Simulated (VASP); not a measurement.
Here is a VASP 6.6.1 calculation.

INCAR

```
PREC     = Accurate       # precision mode
ENCUT    = 520            # plane-wave cutoff, eV
EDIFF    = 1E-6           # SCF threshold, eV
ISMEAR   = -1             # smearing method
SIGMA    = 0.0517         # smearing width, eV
LREAL    = Auto         
LASPH    = True           # aspherical terms in the spheres
NELM     = 80             # most SCF steps
ALGO     = Normal         # electronic algorithm
ISIF     = 2              # what is computed and relaxed
LWAVE    = False          # write WAVECAR
LCHARG   = False          # write CHGCAR
GGA      = PE             # functional
NBANDS   = 106            # bands
```

Contents of KPOINTS:

```
Automatic mesh
0
Gamma
  2 2 2
  0.5 0.5 0.5
```

POSCAR

```
HfO2
1.0
   -5.1145472327      5.1145472327      0.0000000000
   -5.1145472327      0.0000000000      5.1145472327
    0.0000000000      5.1145472327      5.1145472327
Hf O
8 16
Direct
    0.9905558145      0.9995337353      0.5063174475
    0.5096632960      0.9998871390      0.4977617537
    1.0043763927      0.4880972619      0.5103703967
    1.0013439640      0.9896879958      0.0012968890
    0.5057164168      0.5154222613      0.4772878984
    0.5191484953      1.0001154095     -0.0028159873
    0.9962610116      0.5003508392      0.0026401164
    0.5040832321      0.5057785924     -0.0123759733
    0.9057226944      0.8610790554      0.3425129186
    0.4248545181      0.8464198888      0.3778094936
    0.8212586196      0.3509976384      0.3845431297
    0.9045838839      0.8579803452      0.8758196564
    0.4095404548      0.3804802090      0.3611723415
    0.3407901855      0.8509743487      0.8948132243
    0.9289752903      0.3282769566      0.9056463435
    0.4252844682      0.3621920799      0.8311370111
    0.6437194438      0.6434973323      0.0881838567
    0.1584272201      0.5495685878      0.1449707015
    0.6314659643      0.1232430695      0.1299797362
    0.6548454531      0.6071309656      0.6435316462
    0.1638030625      0.0983812402      0.1356805341
    0.1204755713      0.6302913735      0.6204903104
    0.6433966391      0.0200010862      0.6643359315
    0.1268807326      0.1516925086      0.5892763060
```

Potentials or basis: VASP PAW PBE potentials, release 64 (Hf_pv, O).

Command:

```bash
$ cat potpaw_PBE.64/Hf_pv/POTCAR potpaw_PBE.64/O/POTCAR > POTCAR
$ mpirun -np 1 vasp_std > vasp.out
```

Task: What does it give for the band gap on the k mesh?

Result: 4.16 eV (least direct gap 4.21 eV).

Task: Estimate the largest force.

Result: 3.178 eV/Å.

Task: Predict the pressure.

Result: 2.7 GPa.

Forces in eV/Å, atoms in the order of the input:
```
Hf  -0.154 -0.034 -1.823
Hf   0.257 -1.122 -0.869
Hf  -2.094  0.277  0.851
Hf  -0.685  0.825  0.693
Hf   1.910 -0.970  1.841
Hf   0.922 -0.255  1.558
Hf  -0.149  0.748 -1.061
Hf   1.156  0.916  0.162
O    0.502 -0.084  0.575
O    0.090 -0.449  0.765
O   -1.725  2.049 -1.711
O   -1.275  0.423  0.915
O    0.831  1.264  0.242
O   -0.662 -0.723 -0.755
O    0.302 -2.316 -0.577
O    0.404 -0.191 -0.034
O    0.337 -0.386 -0.439
O    1.546 -0.759  0.417
O    0.319 -1.138 -0.330
O   -1.385  0.177 -0.498
O   -0.417  1.091  1.113
O    0.644 -0.263  0.001
O   -1.600  0.524  0.215
O    0.927  0.396 -1.250
```

Caveat: the atoms stand as in a frame of molecular dynamics; spin-orbit coupling is left out, which moves the levels of the heavy elements; a shifted mesh leaves out Γ, where band edges can lie; forces of over 1 eV/Å act on the atoms, so gaps and moduli don't describe the material at rest. A k mesh can miss the band edges.
